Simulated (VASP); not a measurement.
# Si2GeN (P-4m2) in VASP: further runs

The runs below take Si2GeN through single point, with PBE.

All numbers are computed with VASP 6.6.1; they aren't measurements. Logs are shortened: lines on timing, memory, paths and dates and some standing lists are left out, and cuts for length are marked.

### 1 The cell of the first run

The structure is tetragonal, space group P-4m2 (No. 115). The conventional cell has a = 3.631 Å, b = 3.631 Å, c = 4.677 Å, α = 90.00°, β = 90.00°, γ = 90.00°. Within 2.7 Å of Si (site symmetry 2mm) lie 2 N at 2.00 Å and 2 Ge at 2.35 Å. Within 3.1 Å of Ge (site symmetry -4m2) lie 4 Si at 2.35 Å. Within 2.7 Å of N (site symmetry -4m2) lie 4 Si at 2.00 Å.

The cell was built from a structure type or drawn by symmetry, and may not be a known phase.

### 2 Single point, PBE

INCAR reads:

```
SYSTEM = Si2GeN
ALGO = Normal
EDIFF = 1E-6
ENCUT = 520
GGA = PE
ISIF = 2
ISMEAR = 0
LASPH = .True.
LCHARG = .False.
LREAL = .False.
LWAVE = .False.
NBANDS = 22
NELM = 100
PREC = Accurate
SIGMA = 0.1
```

KPOINTS reads:

```
k-points
0
Gamma
  6 6 4
  0 0 0
```

POSCAR reads:

```
Si2GeN
1.0
    3.6309166113      0.0000000000      0.0000000000
    0.0000000000      3.6309166113      0.0000000000
    0.0000000000      0.0000000000      4.6766841826
Si Ge N
2 1 1
Direct
    0.5000000000      0.0000000000      0.8184739630
    0.0000000000      0.5000000000      0.1815260370
    0.0000000000      0.0000000000      0.5000000000
    0.5000000000      0.5000000000      0.0000000000
```

Potentials or basis: VASP PAW PBE potentials, release 64 (Si, Ge_d, N).

Run with:

```
$ cat potpaw_PBE.64/Si/POTCAR potpaw_PBE.64/Ge_d/POTCAR potpaw_PBE.64/N/POTCAR > POTCAR
$ mpirun -np 1 vasp_std > vasp.out
```

OUTCAR:

```text
SYSTEM = Si2GeN
   EDIFF = 1E-6
   ENCUT = 520
   GGA = PE
   ISIF = 2
   ISMEAR = 0
   LASPH = .True.
   LREAL = .False.
   NELM = 100
   PREC = Accurate

 ion  position               nearest neighbor table
   1  0.500  0.000  0.818-   4 2.00   4 2.00   3 2.35   3 2.35   2 3.08   2 3.08   2 3.08   2 3.08

   2  0.000  0.500  0.182-   4 2.00   4 2.00   3 2.35   3 2.35   1 3.08   1 3.08   1 3.08   1 3.08

   3  0.000  0.000  0.500-   1 2.35   2 2.35   2 2.35   1 2.35
   4  0.500  0.500  0.000-   1 2.00   2 2.00   1 2.00   2 2.00

  LATTYP: Found a simple tetragonal cell.
 ALAT       =     3.6309166113
 C/A-ratio  =     1.2880175127

  Lattice vectors:

 A1 = (   3.6309166113,   0.0000000000,   0.0000000000)
 A2 = (   0.0000000000,   3.6309166113,   0.0000000000)
 A3 = (   0.0000000000,   0.0000000000,   4.6766841826)

Analysis of symmetry for initial positions (statically):
=====================================================================
 Subroutine PRICEL returns:
 Original cell was already a primitive cell.

 Routine SETGRP: Setting up the symmetry group for a
 simple tetragonal supercell.

 Subroutine GETGRP returns: Found  8 space group operations
 (whereof  8 operations were pure point group operations)
 out of a pool of 16 trial point group operations.

The static configuration has the point symmetry D_2d.

Analysis of symmetry for dynamics (positions and initial velocities):
=====================================================================
 Subroutine PRICEL returns:
 Original cell was already a primitive cell.

 Routine SETGRP: Setting up the symmetry group for a
 simple tetragonal supercell.

 Subroutine GETGRP returns: Found  8 space group operations
 (whereof  8 operations were pure point group operations)
 out of a pool of 16 trial point group operations.

The dynamic configuration has the point symmetry D_2d.

 Subroutine INISYM returns: Found  8 space group operations
 (whereof  8 operations are pure point group operations),
 and found     1 'primitive' translations

----------------------------------------------------------------------------------------

                                     Primitive cell

  volume of cell :      61.6553

[... 89 lines left out ...]
   LASPH  =      T    aspherical Exc in radial PAW
   ENCUT  =  520.0 eV  38.22 Ry    6.18 a.u.   6.75  6.75  8.70*2*pi/ulx,y,z
   NELM   =    100;   NELMIN=  2; NELMDL= -5     # of ELM steps
   EDIFF  = 0.1E-05   stopping-criterion for ELM
   LREAL  =      F    real-space projection
   EDIFFG = 0.1E-04   stopping-criterion for IOM
   NSW    =      0    number of steps for IOM
   IBRION =     -1    ionic relax: 0-MD 1-quasi-New 2-CG
   NFREE  =      0    steps in history (QN), initial steepest desc. (CG)
   ISIF   =      2    stress and relaxation
   ISYM   =      2    0-nonsym 1-usesym 2-fastsym
   POTIM  = 0.5000    time-step for ionic-motion
   TEBEG  =    0.0;   TEEND  =   0.0 temperature during run
   PSTRESS=    0.0 pullay stress
   NELECT =      27.0000    total number of electrons
   NUPDOWN=      -1.0000    fix difference up-down
   EMIN   =  10.00;   EMAX   =-10.00  energy-range for DOS
   EFERMI =   0.00;   METHOD = LEGACY
   ISMEAR =     0;   SIGMA  =   0.10  broadening in eV -4-tet -1-fermi 0-gaus
   EFERMI_NEDOS =   21; number of points for ismear=-14 and -15
   IALGO  =     38    algorithm
   IMIX   =      4    mixing-type and parameters
     AMIX     =   0.40;   BMIX     =  1.00
     AMIX_MAG =   1.60;   BMIX_MAG =  1.00
  volume/ion in A,a.u.               =      15.41       104.02
  Fermi-wavevector in a.u.,A,eV,Ry     =   1.243195  2.349298 21.028261  1.545534
  Thomas-Fermi vector in A             =   2.377516
   LORBIT       =      0    0 simple, 1 ext, 2 COOP (PROOUT), +10 PAW based schemes
   GGA     = PE    functional components
   LHFCALC =     F    Hartree Fock is set to
   AEXX    =    0.0000 exact exchange contribution
   IVDW    =     0    specifies the selected vdW correction
   LEPSILON=     F    determine dielectric tensor
   LRPA    =     F    only Hartree local field effects (RPA)
 non-spin polarized calculation
 Gauss-broadening in eV      SIGMA  =   0.10
  energy-cutoff  :      520.00
  volume of cell :       61.66
 maximum number of plane-waves:      1690
 NGX is ok and might be reduce to    28
   NGX = 13   NGY = 13   NGZ = 17

 number of electron      27.0000019 magnetization

 Free energy of the ion-electron system (eV)
  ---------------------------------------------------
  ext. energy  EPLUGINS =         0.00000000
  ---------------------------------------------------
  free energy    TOTEN  =       -22.74533493 eV

  energy without entropy =      -22.73674562  energy(sigma->0) =      -22.74104028

 E-fermi :   7.2996     XC(G=0): -10.5144

 val. band max:        7.2940800728   @ k =   0.0000   0.0000   0.0000
 cond. band min:       7.3254424936   @ k =   0.3333   0.1667   0.0000
 fundamental gap:      0.0313624208
 Fermi energy:         7.2996129977

 k-point     1 :       0.0000    0.0000    0.0000
  band No.  band energies     occupation
      1     -17.0599      2.00000
      2     -17.0580      2.00000
      3     -17.0580      2.00000
      4     -17.0354      2.00000
      5     -17.0167      2.00000
      6      -9.8551      2.00000
[... 589 lines left out ...]
     21      15.3333      0.00000
     22      16.5034      0.00000

 [... further k-points ...]

------------------------ aborting loop because EDIFF is reached ----------------------------------------

  FORCE on cell =-STRESS in cart. coord.  units (eV):
  Direction    XX          YY          ZZ          XY          YZ          ZX
  --------------------------------------------------------------------------------------
  -------------------------------------------------------------------------------------
  Total       -0.0244980     -0.0244980     -0.1684027      0.0000000     -0.0000000      0.0000000
  in kB       -0.6366051     -0.6366051     -4.3761190      0.0000000     -0.0000000      0.0000000
  external PRESSURE =      -1.8831097 kB  Pullay stress =       0.0000000 kB

 VOLUME and BASIS-vectors are now :
 -----------------------------------------------------------------------------
  energy-cutoff  :      520.00
  volume of cell :       61.66
      direct lattice vectors                 reciprocal lattice vectors
     3.630916611  0.000000000  0.000000000     0.275412549  0.000000000  0.000000000
     0.000000000  3.630916611  0.000000000     0.000000000  0.275412549  0.000000000
     0.000000000  0.000000000  4.676684183     0.000000000  0.000000000  0.213826712

 POSITION                                       TOTAL-FORCE (eV/Angst)
 -----------------------------------------------------------------------------------
      1.81546      0.00000      3.82774        -0.000000     -0.000000     -0.023090
      0.00000      1.81546      0.84894        -0.000000     -0.000000      0.023090
      0.00000      0.00000      2.33834         0.000000     -0.000000      0.000000
      1.81546      1.81546      0.00000        -0.000000      0.000000      0.000000
 -----------------------------------------------------------------------------------
    total drift:                               -0.000000      0.000000      0.000000

  FREE ENERGIE OF THE ION-ELECTRON SYSTEM (eV)
  ---------------------------------------------------
  free  energy   TOTEN  =       -22.7453349321 eV

  energy  without entropy=      -22.7367456215  energy(sigma->0) =      -22.74104028
```

stdout:

```text
POSCAR found type information on POSCAR SiGeN
 POSCAR found :  3 types and       4 ions
 scaLAPACK will be used
 LDA part: xc-table for (Slater+PW92), standard interpolation
 POSCAR, INCAR and KPOINTS ok, starting setup
 FFT: planning ... GRIDC
 FFT: planning ... GRID_SOFT
 FFT: planning ... GRID
 WAVECAR not read
 entering main loop
```

Run time: 27 s. Hardware: 1 thread of Intel Xeon 8259CL, shared host; peak memory 0.19 GiB.

Results:

```
Free energy            : -22.7453 eV
Pressure               : -0.2 GPa
Largest force          : 0.023 eV/Å
Band gap on the k mesh : zero (an odd number of electrons rules out a gap without spin polarisation)
```

Forces on the atoms (eV/Å):
```
Si   0.000  0.000 -0.023
Si   0.000  0.000  0.023
Ge   0.000  0.000  0.000
N    0.000  0.000  0.000
```

Levels at points of the mesh, in eV from the Fermi level:
| k point | band 10 | band 11 | band 12 | band 13 | band 14 | band 15 | band 16 | band 17 | band 18 | band 19 |
| --- | --- | --- | --- | --- | --- | --- | --- | --- | --- | --- |
| (0.00, 0.00, 0.00) | -6.28 | -2.74 | -1.94 | -0.52 | -0.52 | -0.01 | 2.92 | 3.68 | 3.68 | 3.77 |
| (0.50, 0.00, 0.00) | -5.74 | -4.85 | -4.56 | -1.16 | -0.08 | 1.37 | 3.39 | 4.16 | 5.34 | 5.67 |
| (0.50, 0.50, 0.00) | -4.94 | -4.03 | -4.03 | -2.80 | -0.67 | 0.78 | 1.70 | 1.70 | 4.67 | 4.67 |
| (0.00, 0.00, 0.50) | -6.11 | -4.38 | -1.26 | -1.26 | -0.37 | -0.03 | 3.93 | 4.18 | 4.27 | 4.27 |
| (0.50, 0.00, 0.50) | -5.70 | -2.88 | -2.52 | -1.58 | -0.63 | 2.34 | 2.88 | 4.15 | 4.42 | 4.45 |
| (0.50, 0.50, 0.50) | -5.60 | -5.46 | -5.25 | -5.25 | 3.05 | 3.05 | 3.32 | 4.95 | 5.17 | 6.95 |

### 3 Single point, PBE

This run uses another cell than the first one, of 17.28 Å³/atom.

INCAR reads:

```
PREC     = Accurate       # precision mode
ENCUT    = 520            # plane-wave cutoff, eV
EDIFF    = 1E-6           # SCF threshold, eV
ISMEAR   = 0              # smearing method
SIGMA    = 0.1            # smearing width, eV
LREAL    = False          # projectors in reciprocal space
LASPH    = True           # aspherical terms in the spheres
NELM     = 80             # most SCF steps
ALGO     = Normal         # electronic algorithm
ISIF     = 2              # what is computed and relaxed
LWAVE    = False          # write WAVECAR
LCHARG   = False          # write CHGCAR
GGA      = PE             # functional
NBANDS   = 22             # bands
```

KPOINTS reads:

```
regular mesh
0
Gamma
  6 6 4
```

POSCAR reads:

```
Si2GeN
1.0
    3.6494156200      0.0000000000      0.0000000000
    0.0000000000      3.6494156200      0.0000000000
    0.0000000000      0.0000000000      5.1884759900
Si Ge N
2 1 1
Direct
    0.5000000000      0.0000000000      0.7574989800
    0.0000000000      0.5000000000      0.2425010200
    0.0000000000      0.0000000000      0.5000000000
    0.5000000000      0.5000000000      0.0000000000
```

Potentials or basis: VASP PAW PBE potentials, release 64 (Si, Ge_d, N).

Run with:

```
$ cat potpaw_PBE.64/Si/POTCAR potpaw_PBE.64/Ge_d/POTCAR potpaw_PBE.64/N/POTCAR > POTCAR
$ mpirun -np 1 vasp_std > vasp.out
```

It took 35 s on 1 thread of Intel Xeon 8259CL, shared host; peak memory 0.2 GiB.

It converged, with:

| Quantity | Value |
| --- | --- |
| Free energy | -21.5489 eV |
| Pressure | -3.3 GPa |
| Largest force | 3.247 eV/Å |
| Band gap on the k mesh | zero (an odd number of electrons rules out a gap without spin polarisation) |

Forces on the atoms (eV/Å):
```
Si   0.000  0.000  3.247
Si   0.000  0.000 -3.247
Ge   0.000  0.000  0.000
N    0.000  0.000  0.000
```

Stress tensor (GPa, compression positive):
```
-2.40  0.00  0.00
 0.00 -2.40  0.00
 0.00  0.00 -4.98
```

Levels at points of the mesh, in eV from the Fermi level:
```tsv
k point	band 11	band 12	band 13	band 14	band 15	band 16	band 17	band 18
(0.00, 0.00, 0.00)	-2.16	-2.03	-1.44	-1.44	1.20	1.59	2.50	2.55
(0.50, 0.00, 0.00)	-4.93	-3.64	-1.70	0.50	2.11	2.45	3.40	3.62
(0.50, 0.50, 0.00)	-4.28	-4.28	-3.77	-1.12	0.63	0.75	0.75	5.47
(0.00, 0.00, 0.50)	-3.96	-2.36	-2.36	0.12	0.68	2.61	2.70	3.75
(0.50, 0.00, 0.50)	-3.15	-2.63	-1.67	-1.57	1.92	2.78	3.07	3.27
(0.50, 0.50, 0.50)	-5.16	-5.13	-4.80	1.32	2.65	2.65	2.66	4.87
```

Caveat: the cell stands under tension; forces of over 1 eV/Å act on the atoms, so gaps and moduli don't describe the material at rest.
